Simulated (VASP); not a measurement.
# Be (Im-3m) in VASP: a series of runs, part 2 of 2

VASP 6.6.1. The steps go on from the part before.

**3. Relaxation of cell and atoms, SCAN (7.48 Å³/atom)**

Input file POSCAR:

```
Be
1.0
   -1.2318775092      1.2318775092      1.2318775092
    1.2318775092     -1.2318775092      1.2318775092
    1.2318775092      1.2318775092     -1.2318775092
Be
1
Direct
    0.0000000000      0.0000000000      0.0000000000
```

Input file INCAR.step1:

```
SYSTEM = Be
METAGGA = SCAN ; ISMEAR = 1
SIGMA = 0.05 ; LWAVE = .FALSE.
LCHARG = .FALSE. ; NSW = 80
PREC = Accurate ; LASPH = .TRUE.
LREAL = .FALSE. ; ALGO = Normal
EDIFF = 1E-7 ; NELM = 120
GGA_COMPAT = .FALSE. ; IBRION = 2
ISIF = 3 ; EDIFFG = -0.002
NELMIN = 4 ; ENCUT = 650
LMIXTAU = .TRUE. ; POTIM = 0.5
```

Input file INCAR.step4:

```
SYSTEM = Be
METAGGA = SCAN ; ISMEAR = 1
SIGMA = 0.05 ; LWAVE = .FALSE.
LCHARG = .FALSE. ; PREC = Accurate
LASPH = .TRUE. ; LREAL = .FALSE.
ALGO = Normal ; EDIFF = 1E-7
NELM = 120 ; GGA_COMPAT = .FALSE.
ISIF = 2 ; ENCUT = 650
LMIXTAU = .TRUE.
```

Input file KPOINTS:

```
Automatic mesh
0
Gamma
  21 21 21
  0 0 0
```

Potentials or basis: VASP PAW PBE potentials, release 64 (Be).

Launch:

```bash
cat potpaw_PBE.64/Be/POTCAR > POTCAR
cp INCAR.step1 INCAR
cp POSCAR.step1 POSCAR
mpirun -np 1 vasp_std > vasp.out
cp CONTCAR POSCAR
mpirun -np 1 vasp_std > vasp.out
cp CONTCAR POSCAR
mpirun -np 1 vasp_std > vasp.out
cp CONTCAR POSCAR
cp INCAR.step4 INCAR
mpirun -np 1 vasp_std > vasp.out
```

OUTCAR:

```text
SYSTEM = Be
   METAGGA = SCAN
   ISMEAR = 1
   PREC = Accurate
   LASPH = .TRUE.
   LREAL = .FALSE.
   EDIFF = 1E-7
   NELM = 120
   ISIF = 2
   ENCUT = 650

 ion  position               nearest neighbor table
   1  0.000  0.000  0.000-

  LATTYP: Found a body centered cubic cell.
 ALAT       =     2.4979799842

  Lattice vectors:

 A1 = (  -1.2489899921,   1.2489899921,   1.2489899921)
 A2 = (   1.2489899921,  -1.2489899921,   1.2489899921)
 A3 = (   1.2489899921,   1.2489899921,  -1.2489899921)

Analysis of symmetry for initial positions (statically):
=====================================================================
 Subroutine PRICEL returns:
 Original cell was already a primitive cell.

 Routine SETGRP: Setting up the symmetry group for a
 body centered cubic supercell.

 Subroutine GETGRP returns: Found 48 space group operations
 (whereof 48 operations were pure point group operations)
 out of a pool of 48 trial point group operations.

The static configuration has the point symmetry O_h .

Analysis of symmetry for dynamics (positions and initial velocities):
=====================================================================
 Subroutine PRICEL returns:
 Original cell was already a primitive cell.

 Routine SETGRP: Setting up the symmetry group for a
 body centered cubic supercell.

 Subroutine GETGRP returns: Found 48 space group operations
 (whereof 48 operations were pure point group operations)
 out of a pool of 48 trial point group operations.

The dynamic configuration has the point symmetry O_h .

 Subroutine INISYM returns: Found 48 space group operations
 (whereof 48 operations are pure point group operations),
 and found     1 'primitive' translations

----------------------------------------------------------------------------------------

                                     Primitive cell

  volume of cell :       7.7936

  direct lattice vectors                    reciprocal lattice vectors
    -1.248989992  1.248989992  1.248989992     0.000000000  0.400323464  0.400323464
     1.248989992 -1.248989992  1.248989992     0.400323464  0.000000000  0.400323464
     1.248989992  1.248989992 -1.248989992     0.400323464  0.400323464  0.000000000

  length of vectors
     2.163314124  2.163314124  2.163314124     0.566142872  0.566142872  0.566142872

  position of ions in fractional coordinates (direct lattice)
     0.000000000  0.000000000  0.000000000

  ion indices of the primitive-cell ions
   primitive index   ion index
                 1           1

----------------------------------------------------------------------------------------

 KPOINTS: Automatic mesh

Automatic generation of k-mesh.
 Grid dimensions read from file:
 generate k-points for:   21   21   21

 Generating k-lattice:

  Cartesian coordinates                     Fractional coordinates (reciprocal lattice)
     0.000000000  0.019063022  0.019063022     0.047619048  0.000000000  0.000000000
     0.019063022  0.000000000  0.019063022     0.000000000  0.047619048  0.000000000
     0.019063022  0.019063022  0.000000000     0.000000000  0.000000000  0.047619048

  Length of vectors
     0.026959184  0.026959184  0.026959184

  Shift w.r.t. Gamma in fractional coordinates (k-lattice)
     0.000000000  0.000000000  0.000000000

 Subroutine IBZKPT returns following result:
 ===========================================

 Found    286 irreducible k-points:

 Following reciprocal coordinates:
            Coordinates               Weight
  0.000000  0.000000  0.000000      1.000000
  0.047619  0.000000  0.000000     12.000000
  0.095238  0.000000  0.000000     12.000000
  0.142857  0.000000  0.000000     12.000000
  0.190476  0.000000  0.000000     12.000000
  0.238095  0.000000  0.000000     12.000000
[... 16 lines left out ...]
  0.142857  0.095238  0.000000     48.000000
  0.190476  0.095238  0.000000     48.000000
 [... further k-points ...]
   k-points           NKPTS =    286   k-points in BZ     NKDIM =    286   number of bands    NBANDS=      5
   number of dos      NEDOS =    301   number of ions     NIONS =      1
   total plane-waves  NPLWV =   5832
   dimension x,y,z NGX =    18 NGY =   18 NGZ =   18
   dimension x,y,z NGXF=    36 NGYF=   36 NGZF=   36
   ions per type =               1
   NGX,Y,Z   is equivalent  to a cutoff of  13.83, 13.83, 13.83 a.u.
   NGXF,Y,Z  is equivalent  to a cutoff of  27.67, 27.67, 27.67 a.u.
 SYSTEM =  Be
   PREC   = accura    normal or accurate (medium, high low for compatibility)
   ISTART =      0    job   : 0-new  1-cont  2-samecut
   ICHARG =      2    charge: 1-file 2-atom 10-const
   ISPIN  =      1    spin polarized calculation?
   LNONCOLLINEAR =      F non collinear calculations
   LSORBIT =      F    spin-orbit coupling
   LASPH  =      T    aspherical Exc in radial PAW
   ENCUT  =  650.0 eV  47.77 Ry    6.91 a.u.   4.50  4.50  4.50*2*pi/ulx,y,z
   NELM   =    120;   NELMIN=  2; NELMDL=  0     # of ELM steps
   EDIFF  = 0.1E-06   stopping-criterion for ELM
   LREAL  =      F    real-space projection
   EDIFFG = 0.1E-05   stopping-criterion for IOM
   NSW    =      0    number of steps for IOM
   IBRION =     -1    ionic relax: 0-MD 1-quasi-New 2-CG
   NFREE  =      0    steps in history (QN), initial steepest desc. (CG)
   ISIF   =      2    stress and relaxation
   ISYM   =      2    0-nonsym 1-usesym 2-fastsym
   POTIM  = 0.5000    time-step for ionic-motion
   TEBEG  =    0.0;   TEEND  =   0.0 temperature during run

   SCALEE = 1.0000    scale energy and forces
   PSTRESS=    0.0 pullay stress
   NELECT =       2.0000    total number of electrons
   NUPDOWN=      -1.0000    fix difference up-down
   EMIN   =  10.00;   EMAX   =-10.00  energy-range for DOS
   EFERMI =   0.00;   METHOD = LEGACY
   ISMEAR =     1;   SIGMA  =   0.05  broadening in eV -4-tet -1-fermi 0-gaus
   EFERMI_NEDOS =   21; number of points for ismear=-14 and -15
   IALGO  =     38    algorithm
   IMIX   =      4    mixing-type and parameters
     AMIX     =   0.40;   BMIX     =  1.00
     AMIX_MAG =   1.60;   BMIX_MAG =  1.00
  volume/ion in A,a.u.               =       7.79        52.59
  Fermi-wavevector in a.u.,A,eV,Ry     =   1.040333  1.965945 14.725498  1.082294
  Thomas-Fermi vector in A             =   2.174904
   LORBIT       =      0    0 simple, 1 ext, 2 COOP (PROOUT), +10 PAW based schemes
   METAGGA = SCAN    functional components
   LHFCALC =     F    Hartree Fock is set to
   AEXX    =    0.0000 exact exchange contribution
   IVDW    =     0    specifies the selected vdW correction
   LEPSILON=     F    determine dielectric tensor
   LRPA    =     F    only Hartree local field effects (RPA)

   CSHIFT  =0.1000    complex shift for real part using Kramers Kronig

   OMEGAMAX=  -1.0    maximum frequency
 non-spin polarized calculation
 Methfessel and Paxton  Order N= 1 SIGMA  =   0.05
  energy-cutoff  :      650.00
  volume of cell :        7.79
 maximum number of plane-waves:       321
 NGX is ok and might be reduce to    18
   NGX =  9   NGY =  9   NGZ =  9

 number of electron       2.0000000 magnetization

 Free energy of the ion-electron system (eV)
  ---------------------------------------------------
  ext. energy  EPLUGINS =         0.00000000
  ---------------------------------------------------
  free energy    TOTEN  =        -4.22200082 eV

  energy without entropy =       -4.22192164  energy(sigma->0) =       -4.22197443

 E-fermi :   8.0123     XC(G=0): -11.0398

 val. band max:        8.0091618247   @ k =  -0.3810  -0.3810   0.0476
 cond. band min:       8.1916265732   @ k =   0.3333   0.2381   0.0952
 fundamental gap:      0.1824647484
 Fermi energy:         8.0122941136

 k-point     1 :       0.0000    0.0000    0.0000
  band No.  band energies     occupation
      1      -4.7931      2.00000
      2      28.7117      0.00000
      3      28.7117      0.00000
      4      28.7117      0.00000
      5      40.3094      0.00000

 k-point     2 :       0.0476    0.0000    0.0000
  band No.  band energies     occupation
      1      -4.7087      2.00000
      2      28.2943      0.00000
      3      28.3673      0.00000
      4      28.6098      0.00000
      5      39.0590      0.00000
[... 169 lines left out ...]
 k-point    24 :       0.1905    0.0952    0.0000
  band No.  band energies     occupation
      1      -2.4306      2.00000
      2      19.6205      0.00000
      3      22.7089      0.00000
      4      25.3489      0.00000
      5      34.5604      0.00000

 [... further k-points ...]

------------------------ aborting loop because EDIFF is reached ----------------------------------------

  FORCE on cell =-STRESS in cart. coord.  units (eV):
  Direction    XX          YY          ZZ          XY          YZ          ZX
  --------------------------------------------------------------------------------------
  -------------------------------------------------------------------------------------
  Total        0.0010884      0.0010884      0.0010884      0.0000000      0.0000000     -0.0000000
  in kB        0.2237421      0.2237421      0.2237421      0.0000000      0.0000000     -0.0000000
  external PRESSURE =       0.2237421 kB  Pullay stress =       0.0000000 kB

 VOLUME and BASIS-vectors are now :
 -----------------------------------------------------------------------------
  energy-cutoff  :      650.00
  volume of cell :        7.79
      direct lattice vectors                 reciprocal lattice vectors
    -1.248989992  1.248989992  1.248989992     0.000000000  0.400323464  0.400323464
     1.248989992 -1.248989992  1.248989992     0.400323464  0.000000000  0.400323464
     1.248989992  1.248989992 -1.248989992     0.400323464  0.400323464  0.000000000

 POSITION                                       TOTAL-FORCE (eV/Angst)
 -----------------------------------------------------------------------------------
      0.00000      0.00000      0.00000         0.000000      0.000000      0.000000
 -----------------------------------------------------------------------------------
    total drift:                               -0.000000     -0.000000     -0.000000

  FREE ENERGIE OF THE ION-ELECTRON SYSTEM (eV)
  ---------------------------------------------------
  free  energy   TOTEN  =        -4.2220008190 eV

  energy  without entropy=       -4.2219216423  energy(sigma->0) =       -4.22197443
```

Run time: 6.8 min. Hardware: 1 thread of AMD EPYC 7R43 (Zen 3), shared host; peak memory 0.09 GiB.

What came out:

| Quantity | Value |
| --- | --- |
| Free energy | -4.2220 eV |
| Relaxed volume | 7.79 Å³/atom |
| Relaxed cell | a = 2.163 Å, b = 2.163 Å, c = 2.163 Å, α = 109.47°, β = 109.47°, γ = 109.47° |
| Space group after relaxing (to 0.1 Å) | Im-3m (No. 229) |
| Energy gained by relaxing | 5.5 meV/atom |
| Ionic steps | 5 |
| Pressure after relaxing | 0.0 GPa |
| Band gap on the k mesh | zero (bands 1 and 2 overlap by 5.24 eV) |

Step by step:
```
step  energy change (eV)  largest force (eV/Å)  pressure (GPa)  volume (Å³)
   1              0.0000                0.0000            5.55         7.48
   2             -0.0054                0.0000            0.55         7.76
   3             -0.0055                0.0000            0.03         7.79
   4             -0.0055                0.0000            0.02         7.79
   5             -0.0055                0.0000            0.02         7.79
```

Final structure:
```
CELL_PARAMETERS angstrom
-1.24899 1.24899 1.24899
1.24899 -1.24899 1.24899
1.24899 1.24899 -1.24899
ATOMIC_POSITIONS crystal
Be 0.00000 0.00000 0.00000
```

Levels at points of the mesh, in eV from the Fermi level:
| k point | band 1 | band 2 | band 3 | band 4 | band 5 |
| --- | --- | --- | --- | --- | --- |
| (0.00, 0.00, 0.00) | -12.81 | 20.70 | 20.70 | 20.70 | 32.30 |

Caveat: the PAW data sets were made with another functional, which shifts forces and pressure a little.

The gap in the log of VASP goes by the Fermi energy; the results here count the filled bands.